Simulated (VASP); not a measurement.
Set up this calculation in VASP 6.6.1, as the native input.

```yaml
Task: single point
Functional: PBE
Potentials_or_basis: VASP PAW PBE potentials, release 64 (Al, N)
Cutoff: 520 eV
k_mesh: 10 × 10 × 10
Occupations: gaussian, width 0.05 eV
Spin: no spin polarisation
Dipole_correction: no
Further_INCAR_settings: ALGO = Normal; EDIFF = 1e-07; NBANDS = 11
```

The structure of AlN lies in POSCAR:

```
AlN
1.0
    0.0000000000      2.2676347174      2.2676347174
    2.2676347174      0.0000000000      2.2676347174
    2.2676347174      2.2676347174      0.0000000000
Al N
1 1
Direct
    0.0000000000      0.0000000000      0.0000000000
    0.7500000000      0.7500000000      0.7500000000
```

This cell differs from its parent crystal: strain +0.030 along x and y, +0.030 along z.

These files were run (other wordings do the same):

INCAR

```
SYSTEM = AlN
ALGO = Normal ; EDIFF = 1E-7
ENCUT = 520 ; GGA = PE
ISIF = 2 ; ISMEAR = 0
LASPH = .True. ; LCHARG = .True.
LELF = .True. ; LREAL = .False.
LVHAR = .True. ; LWAVE = .False.
NBANDS = 11 ; NELM = 60
PREC = Accurate ; SIGMA = 0.05
```

KPOINTS

```
k-points
0
Gamma
  10 10 10
  0 0 0
```

Potentials or basis: VASP PAW PBE potentials, release 64 (Al, N).

Launch:

```sh
$ cat potpaw_PBE.64/Al/POTCAR potpaw_PBE.64/N/POTCAR > POTCAR
$ mpirun -np 1 vasp_std > vasp.out
```

It gave:

| Item | Value |
| --- | --- |
| Pressure | -14.6 GPa |
| Band gap on the k mesh | 3.23 eV, direct |

Caveat: the cell differs from its parent crystal (strain +0.030 along x and y, +0.030 along z).

Wall time 3.9 s on 1 thread of Intel(R) Xeon(R) 6975P-C (Granite Rapids), on a shared host, peak memory 0.13 GiB.
